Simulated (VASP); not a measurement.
BN: single point with LDA

BN:

```
B N
1.0
     2.34875    0.00000    0.00000
    -1.17438    2.03408    0.00000
     0.00000    0.00000    6.59083
B N
2 2
Direct
  0.33333 0.66667 0.25000
  0.66667 0.33333 0.75000
  0.33333 0.66667 0.75000
  0.66667 0.33333 0.25000
```

This cell differs from its parent crystal: volume 7.872 Å^3 an atom, c/a of the conventional cell 2.8061.

```json
{
 "Program": "VASP 6.6.1",
 "Task": "single point",
 "Functional": "LDA",
 "Potentials or basis": "VASP PAW LDA potentials, release 64 (B, N)",
 "Cutoff": "520 eV",
 "k mesh": "12 × 12 × 4",
 "Occupations": "gaussian, width 0.05 eV",
 "Spin": "no spin polarisation",
 "Dipole correction": "no",
 "Further INCAR settings": "ALGO = Normal; EDIFF = 1e-06; NBANDS = 16"
}
```

```yaml
Pressure: 55.9 GPa
Band_gap_on_the_k_mesh: 4.33 eV, indirect (least direct gap 4.96 eV)
```

Stress tensor (GPa, compression positive):
```
84.08  0.00  0.00
 0.00 84.08  0.00
 0.00  0.00 -0.54
```

Levels at points of the mesh, in eV from the valence-band top:
```
           k point  band 4  band 5  band 6  band 7  band 8  band 9  band 10  band 11  band 12  band 13
(0.00, 0.00, 0.00)   -5.25   -1.08   -1.08   -1.05   -1.05    4.77    10.50    13.11    13.11    13.22
(0.50, 0.00, 0.00)   -9.59   -4.45   -4.40   -1.67   -0.65    4.33     5.90    11.10    12.13    12.97
(0.00, 0.00, 0.50)   -6.44   -1.06   -1.06   -1.06   -1.06    7.37     7.37    13.16    13.16    13.16
(0.50, 0.00, 0.50)   -9.62   -4.42   -4.42   -1.15   -1.15    4.88     4.88    11.93    11.93    14.23
```

It took 10 s on 1 thread of Intel(R) Xeon(R) 6975P-C (Granite Rapids), on a shared host, peak memory 0.14 GiB.

 A k mesh can miss the band edges.
